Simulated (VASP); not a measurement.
A run of VASP 6.6.1 is set up as follows.

File INCAR:

```
SYSTEM = IrAuO2
PREC = Accurate
ENCUT = 600
EDIFF = 1E-6
ISMEAR = 0
SIGMA = 0.05
LREAL = .FALSE.
LASPH = .TRUE.
NELM = 120
ALGO = Normal
ISIF = 2
LWAVE = .FALSE.
LCHARG = .TRUE.
GGA = PS
LELF = .TRUE.
LVHAR = .TRUE.
NBANDS = 32
GGA_COMPAT = .FALSE.
```

The input KPOINTS:

```
Automatic mesh
0
G
  12 12 12
  0 0 0
```

File POSCAR:

```
IrAuO2
1.0
    1.5988702721      0.9231081820      6.0740301975
   -1.5988702721      0.9231081820      6.0740301975
    0.0000000000     -1.8462163641      6.0740301974
Au Ir O
1 1 2
Direct
    0.0000000000      0.0000000000      0.0000000000
    0.5000000000      0.5000000000      0.5000000000
    0.1154063026      0.1154063026      0.1154063026
    0.8845936974      0.8845936974      0.8845936974
```

Potentials or basis: VASP PAW PBE potentials, release 64 (Au_sv_GW, Ir_sv_GW, O).

Launch:

```bash
$ cat potpaw_PBE.64/Au_sv_GW/POTCAR potpaw_PBE.64/Ir_sv_GW/POTCAR potpaw_PBE.64/O/POTCAR > POTCAR
$ mpirun -np 1 vasp_std > vasp.out
```

Question: Estimate the pressure.

Answer: -7.3 GPa.

Question: What does it give for the largest force?

Answer: 0.010 eV/Å.

Question: Estimate the band gap on the k mesh.

Answer: 0.58 eV (least direct gap 1.11 eV).

Forces in eV/Å, atoms in the order of the input:
```
Au   0.000  0.000  0.000
Ir   0.000  0.000  0.000
O    0.000  0.000  0.010
O    0.000  0.000 -0.010
```

Caveat: the cell stands under tension; the PAW data sets were made with another functional, which shifts forces and pressure a little; spin-orbit coupling is left out, which moves the levels of the heavy elements. A k mesh can miss the band edges.
